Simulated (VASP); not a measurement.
Write the native input for VASP 6.6.1 that does the following.

```yaml
Task: single point
Functional: r2SCAN
Potentials_or_basis: VASP PAW PBE potentials, release 64 (B, N)
Cutoff: 520 eV
k_mesh: 12 × 12 × 12
Occupations: gaussian, width 0.02 eV
Spin: no spin polarisation
Dipole_correction: no
Further_INCAR_settings: ALGO = Normal; EDIFF = 1e-06; NBANDS = 11
```

Crystal: BN.

```
B N
1.0
     0.00000    3.58322    2.16579
     1.25130    0.00000    2.16579
     1.25130    3.58322    0.00000
B N
1 1
Direct
  0.00007 0.00007 0.99993
  0.66663 0.66663 0.33337
```

The input as run:

POSCAR

```
BN
1.0
    0.0000000000      3.5832195771      2.1657947314
    1.2513045916      0.0000000000      2.1657947314
    1.2513045916      3.5832195771      0.0000000000
B N
1 1
Direct
    0.0000659834      0.0000659834      0.9999340166
    0.6666340066      0.6666340066      0.3333659934
```

INCAR.step1

```
SYSTEM = BN
PREC     = Accurate       ! precision mode
ENCUT    = 520            ! plane-wave cutoff, eV
ISMEAR   = 0              ! smearing method
SIGMA    = 0.02           ! smearing width, eV
LREAL    = .FALSE.        ! projectors in reciprocal space
LASPH    = .TRUE.         ! aspherical terms in the spheres
NELM     = 80             ! most SCF steps
NBANDS   = 11             ! bands
GGA      = PE             ! functional
ALGO     = Normal         ! electronic algorithm
EDIFF    = 1E-4           ! SCF threshold, eV
LWAVE    = .TRUE.         ! write WAVECAR
LCHARG   = .FALSE.        ! write CHGCAR
```

INCAR.step2

```
SYSTEM = BN
PREC     = Accurate       ! precision mode
ENCUT    = 520            ! plane-wave cutoff, eV
EDIFF    = 1E-6           ! SCF threshold, eV
ISMEAR   = 0              ! smearing method
SIGMA    = 0.02           ! smearing width, eV
LREAL    = .FALSE.        ! projectors in reciprocal space
LASPH    = .TRUE.         ! aspherical terms in the spheres
NELM     = 80             ! most SCF steps
ALGO     = Normal         ! electronic algorithm
ISIF     = 2              ! what is computed and relaxed
LWAVE    = .FALSE.        ! write WAVECAR
LCHARG   = .FALSE.        ! write CHGCAR
METAGGA  = R2SCAN         ! meta-GGA
LMIXTAU  = .TRUE.       
NBANDS   = 11             ! bands
ISTART   = 1
```

KPOINTS

```
Automatic mesh
0
G
  12 12 12
  0 0 0
```

Potentials or basis: VASP PAW PBE potentials, release 64 (B, N).

Run with:

```sh
$ cat potpaw_PBE.64/B/POTCAR potpaw_PBE.64/N/POTCAR > POTCAR
$ cp INCAR.step1 INCAR
$ mpirun -np 1 vasp_std > vasp.out
$ cp INCAR.step2 INCAR
$ mpirun -np 1 vasp_std > vasp.out
```

It gave:

```yaml
Pressure: -0.1 GPa
Band_gap_on_the_k_mesh: 4.46 eV (least direct gap 5.25 eV)
```

Caveat: the PAW data sets were made with another functional, which shifts forces and pressure a little.

Wall time 3.9 min on 1 thread of Intel(R) Xeon(R) Platinum 8259CL CPU @ 2.50GHz (Skylake/Cascade Lake) (shared host), peak memory 0.19 GiB.
